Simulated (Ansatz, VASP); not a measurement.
NaI in VASP and in Ansatz

```
CELL_PARAMETERS angstrom
-0.29082 3.44300 3.44300
3.44300 -0.29082 3.44300
3.44300 3.44300 -0.29082
ATOMIC_POSITIONS crystal
Na 0.98974 0.98974 0.98974
I 0.26026 0.26026 0.26026
```

Change from the starting cell: epitaxial_111 strain +5.4%.

Alike in both runs: task single point; functional HSE06; k mesh 4 × 4 × 4; no spin polarisation.

|  | VASP | Ansatz |
| --- | --- | --- |
| version | VASP 6.6.1 | Ansatz 0.2.0 |
| potentials or method | VASP PAW PBE potentials, release 64 (Na_pv, I) | plane waves, PAW |
| plane-wave cutoff (eV) | 520 | 420 |
| occupations | gaussian, width 0.01 eV | fixed |
| valence electrons in the cell | 14 | 26 |

|  | VASP | Ansatz | Ansatz less VASP |
| --- | --- | --- | --- |
| gap on the k mesh at the Fermi level (eV) | 4.46 | 4.48 | +0.012 |
| pressure (GPa) | -0.3 | -0.3 | -0.01 |
| traceless stress, the component that is largest in VASP (GPa) | 0.24 | 0.24 | +0.001 |

VASP's potentials hold 14 valence electrons a cell and Ansatz's 26, so a difference there can come from the potentials and not from the codes. Ansatz's warnings: stress exchange threshold loose, stress scf threshold loose.

Neither program's run includes spin-orbit coupling.
